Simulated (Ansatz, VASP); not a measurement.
## Ga3BAs4 in VASP and in Ansatz

File POSCAR:

```
Ga3BAs4
1.0
   -2.7268920788      2.7268920788      5.4187349680
    2.7268920788     -2.7268920788      5.4187349680
    2.7268920788      2.7268920788     -5.4187349680
B As Ga
1 4 3
Direct
    0.0000000000      0.0000000000      0.0000000000
    0.3372211359      0.3372211359      0.4439296942
    0.1067085583      0.6627788641      0.0000000000
    0.8932914417      0.8932914417      0.5560703058
    0.6627788641      0.1067085583      0.0000000000
    0.7500000000      0.2500000000      0.5000000000
    0.5000000000      0.5000000000      0.0000000000
    0.2500000000      0.7500000000      0.5000000000
```

File INCAR.step1:

```
PREC     = Accurate       # precision mode
ENCUT    = 520            # plane-wave cutoff, eV
ISMEAR   = 0              # smearing method
SIGMA    = 0.01           # smearing width, eV
LREAL    = F              # projectors in reciprocal space
LASPH    = T              # aspherical terms in the spheres
NELM     = 80             # most SCF steps
NBANDS   = 41             # bands
GGA      = PE             # functional
ALGO     = Normal         # electronic algorithm
EDIFF    = 1E-4           # SCF threshold, eV
LWAVE    = T              # write WAVECAR
LCHARG   = F              # write CHGCAR
```

INCAR.step2

```
PREC     = Accurate       # precision mode
ENCUT    = 520            # plane-wave cutoff, eV
EDIFF    = 1E-6           # SCF threshold, eV
ISMEAR   = 0              # smearing method
SIGMA    = 0.01           # smearing width, eV
LREAL    = F              # projectors in reciprocal space
LASPH    = T              # aspherical terms in the spheres
NELM     = 80             # most SCF steps
ALGO     = Normal         # electronic algorithm
ISIF     = 2              # what is computed and relaxed
LWAVE    = F              # write WAVECAR
LCHARG   = F              # write CHGCAR
METAGGA  = R2SCAN         # meta-GGA
LMIXTAU  = T            
NBANDS   = 41             # bands
ISTART   = 1
```

File KPOINTS:

```
Automatic mesh
0
Gamma
  6 6 6
```

Input for Ansatz:

```yaml
crystal:
  lattice:
    - [-2.7268920788, 2.7268920788, 5.418734968]
    - [2.7268920788, -2.7268920788, 5.418734968]
    - [2.7268920788, 2.7268920788, -5.418734968]
  atoms:
    - { symbol: B, position: [0.0, 0.0, 0.0] }
    - { symbol: As, position: [0.3372211359, 0.3372211359, 0.4439296942] }
    - { symbol: Ga, position: [0.75, 0.25, 0.5] }
    - { symbol: As, position: [0.1067085583, 0.6627788641, 0.0] }
    - { symbol: Ga, position: [0.5, 0.5, 0.0] }
    - { symbol: As, position: [0.8932914417, 0.8932914417, 0.5560703058] }
    - { symbol: Ga, position: [0.25, 0.75, 0.5] }
    - { symbol: As, position: [0.6627788641, 0.1067085583, 0.0] }
kpoints:
  mp_grid: { grid: [6, 6, 6] }
  band_path:
    path:
      - [0.0, 0.0, 0.0]
      - [0.0, 0.0, 0.5]
      - [0.25, 0.25, 0.25]
      - [0.0, 0.5, 0.0]
      - [0.5, 0.5, -0.5]
      - [0.3133111335, 0.6866888665, -0.3133111335]
      - [-0.3133111335, 0.3133111335, 0.3133111335]
      - [-0.1266222671, 0.1266222671, 0.5]
      - [0.5, 0.5, -0.1266222671]
    npoints: 1
hamiltonian:
  xc: r2scan
scf:
  occupations: { method: fixed }
  n_extra_bands: 6
output:
  forces: true
  stress: true
  eigenvalues: true
```

Alike in both runs: task single point; functional r2SCAN; k mesh 6 × 6 × 6; no spin polarisation.

```csv
,VASP,Ansatz
version,VASP 6.6.1,Ansatz 0.2.0
potentials or method,"VASP PAW PBE potentials, release 64 (B, As, Ga_d)","plane waves, PAW"
plane-wave cutoff (eV),520,500
occupations,"gaussian, width 0.01 eV",fixed
valence electrons in the cell,62,102
```

|  | VASP | Ansatz | Ansatz less VASP |
| --- | --- | --- | --- |
| gap on the k mesh at the Fermi level (eV) | 1.19 | 1.19 | +0.007 |
| pressure (GPa) | 0.1 | 0.0 | -0.11 |

VASP's potentials were made for PBE, not for r2SCAN. VASP's potentials hold 62 valence electrons a cell and Ansatz's 102, so a difference there can come from the potentials and not from the codes.
